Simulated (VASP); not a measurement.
# NaCl (R3m) in VASP: further runs

Runs on NaCl. Level: LDA. Tasks: single point.

All numbers are computed with VASP 6.6.1; they aren't measurements. Logs are shortened: lines on timing, memory, paths and dates and some standing lists are left out, and cuts for length are marked.

### 1 The cell of the first run

Symmetry: R3m, No. 160, trigonal system. Conventional cell: a = 4.953 Å, b = 4.953 Å, c = 6.066 Å, α = 90.00°, β = 90.00°, γ = 120.00°. Within 3.9 Å of Na (site symmetry 3m) lie 8 Cl at 2.93 to 3.13 Å and 6 Na at 3.50 Å. Within 3.9 Å of Cl (site symmetry 3m) lie 8 Na at 2.93 to 3.13 Å and 6 Cl at 3.50 Å.

### 2 Single point, LDA

File INCAR:

```
ALGO = Normal ; EDIFF = 1E-6
ENCUT = 520 ; GGA = CA
ISIF = 2 ; ISMEAR = 0
LASPH = True ; LCHARG = False
LREAL = False ; LWAVE = False
NBANDS = 14 ; NELM = 100
PREC = Accurate ; SIGMA = 0.05
```

File KPOINTS:

```
k-points
0
Gamma
  6 6 6
```

File POSCAR:

```
NaCl
1.0
    3.5021900000      0.0000000000      0.0000000000
    0.0000000000      3.5021900000      0.0000000000
    0.0000000000      0.0000000000      3.5021900000
Na Cl
1 1
Direct
    0.0000000000      0.0000000000      0.0000000000
    0.5164854068      0.5164854068      0.5164854068
```

Potentials or basis: VASP PAW LDA potentials, release 64 (Na_pv, Cl).

On the command line:

```
> cat potpaw_LDA.64/Na_pv/POTCAR potpaw_LDA.64/Cl/POTCAR > POTCAR
> mpirun -np 1 vasp_std > vasp.out
```

OUTCAR:

```text
EDIFF = 1E-6
   ENCUT = 520
   GGA = CA
   ISIF = 2
   ISMEAR = 0
   LASPH = True
   LREAL = False
   NELM = 100
   PREC = Accurate

 ion  position               nearest neighbor table
   1  0.000  0.000  0.000-
   2  0.516  0.516  0.516-

  LATTYP: Found a simple cubic cell.
 ALAT       =     3.5021900000

  Lattice vectors:

 A1 = (   3.5021900000,   0.0000000000,   0.0000000000)
 A2 = (   0.0000000000,   3.5021900000,   0.0000000000)
 A3 = (   0.0000000000,   0.0000000000,   3.5021900000)

Analysis of symmetry for initial positions (statically):
=====================================================================
 Subroutine PRICEL returns:
 Original cell was already a primitive cell.

 Routine SETGRP: Setting up the symmetry group for a
 simple cubic supercell.

 Subroutine GETGRP returns: Found  6 space group operations
 (whereof  6 operations were pure point group operations)
 out of a pool of 48 trial point group operations.

The static configuration has the point symmetry C_3v.

Analysis of symmetry for dynamics (positions and initial velocities):
=====================================================================
 Subroutine PRICEL returns:
 Original cell was already a primitive cell.

 Routine SETGRP: Setting up the symmetry group for a
 simple cubic supercell.

 Subroutine GETGRP returns: Found  6 space group operations
 (whereof  6 operations were pure point group operations)
 out of a pool of 48 trial point group operations.

The dynamic configuration has the point symmetry C_3v.

 Subroutine INISYM returns: Found  6 space group operations
 (whereof  6 operations are pure point group operations),
 and found     1 'primitive' translations

----------------------------------------------------------------------------------------

                                     Primitive cell

  volume of cell :      42.9555

  direct lattice vectors                    reciprocal lattice vectors
     3.502190000  0.000000000  0.000000000     0.285535622  0.000000000  0.000000000
     0.000000000  3.502190000  0.000000000     0.000000000  0.285535622  0.000000000
     0.000000000  0.000000000  3.502190000     0.000000000  0.000000000  0.285535622

  length of vectors
     3.502190000  3.502190000  3.502190000     0.285535622  0.285535622  0.285535622

  position of ions in fractional coordinates (direct lattice)
     0.000000000  0.000000000  0.000000000
     0.516485407  0.516485407  0.516485407

[... 85 lines left out ...]
   TEBEG  =    0.0;   TEEND  =   0.0 temperature during run
   PSTRESS=    0.0 pullay stress
   NELECT =      14.0000    total number of electrons
   NUPDOWN=      -1.0000    fix difference up-down
   EMIN   =  10.00;   EMAX   =-10.00  energy-range for DOS
   EFERMI =   0.00;   METHOD = LEGACY
   ISMEAR =     0;   SIGMA  =   0.05  broadening in eV -4-tet -1-fermi 0-gaus
   EFERMI_NEDOS =   21; number of points for ismear=-14 and -15
   IALGO  =     38    algorithm
   IMIX   =      4    mixing-type and parameters
     AMIX     =   0.40;   BMIX     =  1.00
     AMIX_MAG =   1.60;   BMIX_MAG =  1.00
  volume/ion in A,a.u.               =      21.48       144.94
  Fermi-wavevector in a.u.,A,eV,Ry     =   1.126621  2.129005 17.269530  1.269275
  Thomas-Fermi vector in A             =   2.263304
   LORBIT       =      0    0 simple, 1 ext, 2 COOP (PROOUT), +10 PAW based schemes
   GGA     = CA    functional components
   LHFCALC =     F    Hartree Fock is set to
   AEXX    =    0.0000 exact exchange contribution
   IVDW    =     0    specifies the selected vdW correction
   LEPSILON=     F    determine dielectric tensor
   LRPA    =     F    only Hartree local field effects (RPA)
 non-spin polarized calculation
 Gauss-broadening in eV      SIGMA  =   0.05
  energy-cutoff  :      520.00
  volume of cell :       42.96
 maximum number of plane-waves:      1189
 NGX is ok and might be reduce to    28
   NGX = 13   NGY = 13   NGZ = 13

 number of electron      13.9999992 magnetization

 Free energy of the ion-electron system (eV)
  ---------------------------------------------------
  ext. energy  EPLUGINS =         0.00000000
  ---------------------------------------------------
  free energy    TOTEN  =        -7.07125982 eV

  energy without entropy =       -7.07125982  energy(sigma->0) =       -7.07125982

 E-fermi :   0.5307     XC(G=0):  -8.9522

 val. band max:        0.2096770218   @ k =   0.5000   0.5000   0.0000
 cond. band min:       3.8217080275   @ k =   0.0000   0.0000   0.0000
 fundamental gap:      3.6120310056
 Fermi energy:         0.5307286792

 k-point     1 :       0.0000    0.0000    0.0000
  band No.  band energies     occupation
      1     -21.7841      2.00000
      2     -21.7840      2.00000
      3     -21.7840      2.00000
      4     -13.1016      2.00000
      5      -0.2991      2.00000
      6      -0.2985      2.00000
      7      -0.2985      2.00000
      8       3.8217      0.00000
      9       8.4934      0.00000
     10       8.4934      0.00000
     11      15.4638      0.00000
     12      15.4639      0.00000
     13      15.5080      0.00000
     14      16.0460      0.00000
[... 377 lines left out ...]
      1     -21.8186      2.00000
      2     -21.8073      2.00000
      3     -21.7866      2.00000
      4     -12.4593      2.00000
      5      -2.2102      2.00000
      6      -1.6006      2.00000
      7      -0.4347      2.00000
      8       6.3305      0.00000
      9       9.0217      0.00000
     10       9.0681      0.00000
     11      11.4043      0.00000
     12      13.4164      0.00000
     13      13.7810      0.00000
     14      15.9555      0.00000

 [... further k-points ...]

------------------------ aborting loop because EDIFF is reached ----------------------------------------

  FORCE on cell =-STRESS in cart. coord.  units (eV):
  Direction    XX          YY          ZZ          XY          YZ          ZX
  --------------------------------------------------------------------------------------
  -------------------------------------------------------------------------------------
  Total       -0.8110549     -0.8110549     -0.8110549      0.0115428      0.0115428      0.0115428
  in kB      -30.2511394    -30.2511394    -30.2511394      0.4305298      0.4305298      0.4305298
  external PRESSURE =     -30.2511394 kB  Pullay stress =       0.0000000 kB

 VOLUME and BASIS-vectors are now :
 -----------------------------------------------------------------------------
  energy-cutoff  :      520.00
  volume of cell :       42.96
      direct lattice vectors                 reciprocal lattice vectors
     3.502190000  0.000000000  0.000000000     0.285535622  0.000000000  0.000000000
     0.000000000  3.502190000  0.000000000     0.000000000  0.285535622  0.000000000
     0.000000000  0.000000000  3.502190000     0.000000000  0.000000000  0.285535622

 POSITION                                       TOTAL-FORCE (eV/Angst)
 -----------------------------------------------------------------------------------
      0.00000      0.00000      0.00000         0.007841      0.007841      0.007841
      1.80883      1.80883      1.80883        -0.007841     -0.007841     -0.007841
 -----------------------------------------------------------------------------------
    total drift:                               -0.000053     -0.000053     -0.000053

  FREE ENERGIE OF THE ION-ELECTRON SYSTEM (eV)
  ---------------------------------------------------
  free  energy   TOTEN  =        -7.0712598151 eV

  energy  without entropy=       -7.0712598151  energy(sigma->0) =       -7.07125982
```

It took 26 s on 1 thread of Intel Xeon 6975P-C, shared host; peak memory 0.14 GiB.

What came out:

| Item | Value |
| --- | --- |
| Free energy | -7.0713 eV |
| Pressure | -3.0 GPa |
| Largest force | 0.014 eV/Å |
| Band gap on the k mesh | 3.61 eV, indirect (least direct gap 4.12 eV) |

Forces in eV/Å, atoms in the order of the input:
```
Na   0.008  0.008  0.008
Cl  -0.008 -0.008 -0.008
```

Caveat: the cell differs from its parent crystal (all Cl atoms moved -0.100 Å, as atom 2 towards its neighbour atom 1 (Na) at 3.033 Å).

(Continued in part 2 of 2.)
